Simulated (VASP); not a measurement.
Wanted: the native input for a VASP 6.6.1 run.

* Task: single point
* Functional: PBEsol
* Potentials or basis: VASP PAW PBE potentials, release 64 (Nb_sv, Ru_pv)
* Cutoff: 500 eV
* k mesh: 9 × 9 × 9
* Occupations: fermi-dirac, width 0.1 eV
* Spin: no spin polarisation
* Dipole correction: no
* Further INCAR settings: ALGO = Normal; EDIFF = 1e-06; NBANDS = 20

The structure of NbRu lies in POSCAR:

```
NbRu
1.0
    3.2362060001      0.0000000000      0.0000000000
    0.0000000000      3.2362060001      0.0000000000
    0.0000000000      0.0000000000      3.2362060001
Nb Ru
1 1
Direct
    0.0000000000      0.0000000000      0.0000000000
    0.5000000000      0.5000000000      0.5000000000
```

These files were run (other wordings do the same):

INCAR

```
SYSTEM = NbRu
  ALGO = Normal
  EDIFF = 1E-6
  ENCUT = 500
  GGA = PS
  GGA_COMPAT = .FALSE.
  ISIF = 2
  ISMEAR = -1
  LASPH = .TRUE.
  LCHARG = .FALSE.
  LREAL = .FALSE.
  LWAVE = .FALSE.
  NBANDS = 20
  NELM = 120
  PREC = Accurate
  SIGMA = 0.1
```

KPOINTS

```
k-points
0
G
  9 9 9
  0 0 0
```

Potentials or basis: VASP PAW PBE potentials, release 64 (Nb_sv, Ru_pv).

Command:

```bash
$ cat potpaw_PBE.64/Nb_sv/POTCAR potpaw_PBE.64/Ru_pv/POTCAR > POTCAR
$ mpirun -np 1 vasp_std > vasp.out
```

It gave:

```
Pressure : -18.9 GPa
```

Caveat: the PAW data sets were made with another functional, which shifts forces and pressure a little.

Run time: 36 s on 1 thread of Intel Xeon 8259CL (shared host), peak memory 0.15 GiB.
